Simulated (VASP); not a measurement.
The system is BaIr3.

```
Ba Ir
1.0
     4.19277    0.00000    0.00000
     0.00000    4.19277    0.00000
     0.00000    0.00000    4.19277
Ba Ir
1 3
Direct
  0.00000 0.00000 0.00000
  0.00000 0.50000 0.50000
  0.50000 0.50000 0.00000
  0.50000 0.00000 0.50000
```

This cell differs from its parent crystal: volume scaled by 0.980.

Base run:

```yaml
Program: VASP 6.6.1
Functional: PBE
Potentials_or_basis: VASP PAW PBE potentials, release 64 (Ba_sv, Ir)
Cutoff: 520 eV
k_mesh: 8 × 8 × 8
Occupations: gaussian, width 0.05 eV
Spin: no spin polarisation
```

Its results: pressure 7.0 GPa.

Q: The run is repeated on the same cell with these changes: potentials or basis from VASP PAW PBE potentials, release 64 (Ba_sv, Ir) to VASP PAW PBE potentials, release 64 (Ba_sv, Ir_sv_GW); cutoff from 520 eV to 500 eV; further incar settings from ALGO = Fast; EDIFF = 1e-06; NBANDS = 26 to ALGO = Normal; EDIFF = 1e-06; NBANDS = 38; valence electrons from 37 to 61. What comes out?

A: Pressure 5.0 GPa.
